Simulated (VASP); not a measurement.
B5P, 6 atoms in the cell. Symmetry: F-43m, No. 216, cubic system. The conventional cell has a = 6.100 Å, b = 6.100 Å, c = 6.100 Å, α = 90.00°, β = 90.00°, γ = 90.00°. Within 2.9 Å of B (site symmetry 3m) lie 9 B at 2.16 to 2.53 Å and 3 P at 2.53 Å. B (site symmetry -43m) has 12 B at 2.53 Å and 4 P at 2.64 Å within 3.3 Å. Within 3.3 Å of P (site symmetry -43m) lie 16 B at 2.53 to 2.64 Å. The cell was built from a structure type or drawn by symmetry, and may not be a known phase.

| Quantity | Value |
| --- | --- |
| Program | VASP 6.6.1 |
| Task | relaxation of cell and atoms |
| Functional | PBE |
| Potentials or basis | VASP PAW PBE potentials, release 64 (B, P) |
| Cutoff | 500 eV |
| k mesh | 5 × 5 × 5 |
| Occupations | gaussian, width 0.2 eV |
| Spin | no spin polarisation |
| Dipole correction | no |
| Further INCAR settings | ALGO = Normal; EDIFF = 1e-07; IBRION = 2; EDIFFG = -0.08; NSW = 36; ISIF = 3 |

Potentials or basis: VASP PAW PBE potentials, release 64 (B, P).

Command:

```bash
$ cat potpaw_PBE.64/B/POTCAR potpaw_PBE.64/P/POTCAR > POTCAR
$ mpirun -np 1 vasp_std > vasp.out
```

Hardware: 1 thread of Intel Xeon 8259CL, with other jobs on the host.

Estimate the wall time of this run.

Run time: 79 s on 1 thread of Intel Xeon 8259CL (shared host), peak memory 0.17 GiB. Counts: scf iterations 72, k points 10, ion steps 9.
